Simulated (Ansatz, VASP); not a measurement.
## MgSi3N in VASP and in Ansatz

```
Mg Si N
1.0
     4.89283    0.00000   -0.01606
     0.00000    2.97674    0.00000
    -1.78022    0.00000    5.64013
Mg Si N
1 3 1
Direct
  0.14711 0.50000 0.06038
  0.95483 0.00000 0.41606
  0.52733 0.00000 0.90952
  0.49733 0.00000 0.50844
  0.87341 0.00000 0.10560
```

Change from the starting cell: the structure that the rattled cell fell into.

Alike in both runs: functional PBE; k mesh 8 × 12 × 8; occupations gaussian, width 0.1 eV; no spin polarisation.

Ansatz relaxed the structure, and its values are those at the end. VASP's run is a single point on that final structure, the one shown.

|  | VASP | Ansatz |
| --- | --- | --- |
| version | VASP 6.6.1 | Ansatz 0.2.0 |
| potentials or method | VASP PAW PBE potentials, release 64 (Mg, Si, N), cutoff 520 eV | scalar-relativistic, plane waves, PAW |
| valence electrons in the cell | 19 | 27 |

VASP gave:

```
gap on the k mesh at the Fermi level (eV) : none
pressure (GPa)                            : -0.1
rms of the force components (eV/Å)        : 0.004
```

Which values does Ansatz return?

gap on the k mesh at the Fermi level (eV): none; pressure (GPa): 0.0; rms of the force components (eV/Å): 0.001.

A gap of «none» marks a metal or a gap that the smearing closes. VASP's potentials hold 19 valence electrons a cell and Ansatz's 27, so a difference there can come from the potentials and not from the codes.
